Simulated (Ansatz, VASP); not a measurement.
## Pt in VASP and in Ansatz

```
Pt
1.0
     2.71502    0.00000    0.00000
    -1.35751    2.35128    0.00000
     0.00000    0.00000    4.65706
Pt
2
Direct
  0.33333 0.66667 0.25000
  0.66667 0.33333 0.75000
```

Alike in both runs: functional LDA; k mesh 13 × 13 × 7; occupations fermi-dirac, width 0.1 eV; no spin polarisation.

Ansatz relaxed the structure, and its values are those at the end. VASP's run is a single point on that final structure, the one shown.

|  | VASP | Ansatz |
| --- | --- | --- |
| version | VASP 6.6.1 | Ansatz 0.2.0 |
| potentials or method | VASP PAW LDA potentials, release 64 (Pt_sv_GW), cutoff 570 eV | plane waves (420 eV) with PAW, scalar-relativistic |
| valence electrons in the cell | 36 | 36 |

|  | VASP | Ansatz | Ansatz less VASP |
| --- | --- | --- | --- |
| pressure (GPa) | -0.4 | 0.0 | +0.40 |

Ansatz warns that its potentials were made for another functional, while VASP's fit it. LDA's correlation is that of Perdew and Zunger in VASP and of Perdew and Wang (1992) in Ansatz.

Spin-orbit coupling is off throughout.
